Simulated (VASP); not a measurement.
A run of VASP 6.6.1 is set up as follows.

File INCAR:

```
PREC = Accurate
ENCUT = 560
EDIFF = 1E-6
ISMEAR = 0
SIGMA = 0.1
LREAL = F
LASPH = T
NELM = 120
ALGO = Normal
ISIF = 2
LWAVE = F
LCHARG = F
GGA = PE
NBANDS = 26
GGA_COMPAT = F
```

KPOINTS

```
regular mesh
0
Gamma
  8 8 8
```

POSCAR

```
BAs
1.0
   -1.7036858095      1.7036858095      5.9327556105
    1.7036858095     -1.7036858095      5.9327556105
    1.7036858095      1.7036858095     -5.9327556105
B As
2 2
Direct
    0.8347281645      0.8347281645      0.0000000000
    0.5847281645      0.0847281645      0.5000000000
    0.6652718355      0.6652718355      0.0000000000
    0.4152718355      0.9152718355      0.5000000000
```

Potentials or basis: VASP PAW PBE potentials, release 64 (B, As_d).

The run is started by

```console
$ cat potpaw_PBE.64/B/POTCAR potpaw_PBE.64/As_d/POTCAR > POTCAR
$ mpirun -np 1 vasp_std > vasp.out
```

Q: What does it give for the largest force?

A: 0.027 eV/Å.

Q: What does it give for the pressure?

A: -0.1 GPa.

Q: Predict the band gap on the k mesh.

A: Zero (bands 18 and 19 overlap by 2.50 eV).

Forces on the atoms (eV/Å):
```
B    0.000  0.000 -0.027
B    0.000  0.000 -0.027
As   0.000  0.000  0.027
As   0.000  0.000  0.027
```
